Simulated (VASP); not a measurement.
Input of a VASP 6.6.1 run:

Contents of INCAR:

```
PREC = Accurate ; ENCUT = 520
EDIFF = 1E-7 ; ISMEAR = -1
SIGMA = 0.02 ; LREAL = False
LASPH = True ; NELM = 60
ALGO = Normal ; ISIF = 2
LWAVE = False ; LCHARG = True
GGA = PE ; LELF = True
LVHAR = True ; NBANDS = 35
```

KPOINTS

```
Automatic mesh
0
Gamma
  12 12 2
```

File POSCAR:

```
WS2
1.0
    3.2016457563      0.0000000000      0.0000000000
   -1.6008228781      2.7727065589      0.0000000000
    0.0000000000      0.0000000000     12.6159812580
W S
2 4
Direct
    0.3333333333      0.6666666667      0.2500000000
    0.6666666667      0.3333333333      0.7500000000
    0.6666666667      0.3333333333      0.3731200113
    0.6666666667      0.3333333333      0.1268799887
    0.3333333333      0.6666666667      0.8731200113
    0.3333333333      0.6666666667      0.6268799887
```

Potentials or basis: VASP PAW PBE potentials, release 64 (W_sv, S).

Command:

```sh
$ cat potpaw_PBE.64/W_sv/POTCAR potpaw_PBE.64/S/POTCAR > POTCAR
$ mpirun -np 1 vasp_std > vasp.out
```

Q: What does it give for the largest force?

A: 0.184 eV/Å.

Q: Predict the band gap on the k mesh.

A: 1.06 eV, indirect (least direct gap 1.66 eV).

Forces in eV/Å, atoms in the order of the input:
```
W    0.000  0.000  0.000
W    0.000  0.000  0.000
S    0.000  0.000  0.184
S    0.000  0.000 -0.184
S    0.000  0.000  0.184
S    0.000  0.000 -0.184
```

Caveat: the cell differs from its parent crystal (strain +1.0%); spin-orbit coupling is left out, which moves the levels of the heavy elements. A k mesh can miss the band edges.
